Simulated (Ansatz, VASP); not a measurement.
## Au: VASP beside Ansatz

INCAR

```
ALGO = Fast ; EDIFF = 1E-6
ENCUT = 520 ; GGA = CA
ISIF = 2 ; ISMEAR = -1
LASPH = True ; LCHARG = False
LREAL = False ; LWAVE = False
NBANDS = 12 ; NELM = 80
PREC = Accurate ; SIGMA = 0.05
```

The input KPOINTS:

```
k-points
0
Gamma
  11 11 11
```

Contents of POSCAR:

```
Au
1.0
   -1.6348707273      1.6348707273      1.6348707273
    1.6348707273     -1.6348707273      1.6348707273
    1.6348707273      1.6348707273     -1.6348707273
Au
1
Direct
    0.0000000000      0.0000000000      0.0000000000
```

input.yaml

```yaml
crystal:
  lattice:
    - [-1.6348707273, 1.6348707273, 1.6348707273]
    - [1.6348707273, -1.6348707273, 1.6348707273]
    - [1.6348707273, 1.6348707273, -1.6348707273]
  atoms:
    - { symbol: Au, position: [0.0, 0.0, 0.0] }
hamiltonian:
  xc: lda
  pseudopotentials: { kind: paw }
kpoints:
  mp_grid: { grid: [11, 11, 11] }
scf:
  occupations: { method: fermi_dirac, width: 0.05 }
output:
  forces: true
  stress: true
  eigenvalues: true
```

Alike in both runs: task single point; functional LDA; k mesh 11 × 11 × 11; occupations fermi-dirac, width 0.05 eV; no spin polarisation.

```csv
,VASP,Ansatz
version,VASP 6.6.1,Ansatz 0.2.0
potentials or method,"VASP PAW LDA potentials, release 64 (Au)",Ansatz PAW
plane-wave cutoff (eV),520,420
valence electrons in the cell,11,19
```

```tsv
	VASP	Ansatz	Ansatz less VASP
gap on the k mesh at the Fermi level (eV)	none	none	-
pressure (GPa)	-7.6	-8.0	-0.45
```

LDA's correlation is that of Perdew and Zunger in VASP and of Perdew and Wang (1992) in Ansatz. A gap of «none» marks a metal or a gap that the smearing closes. VASP's potentials hold 11 valence electrons a cell and Ansatz's 19, so a difference there can come from the potentials and not from the codes.

Neither program's run includes spin-orbit coupling.
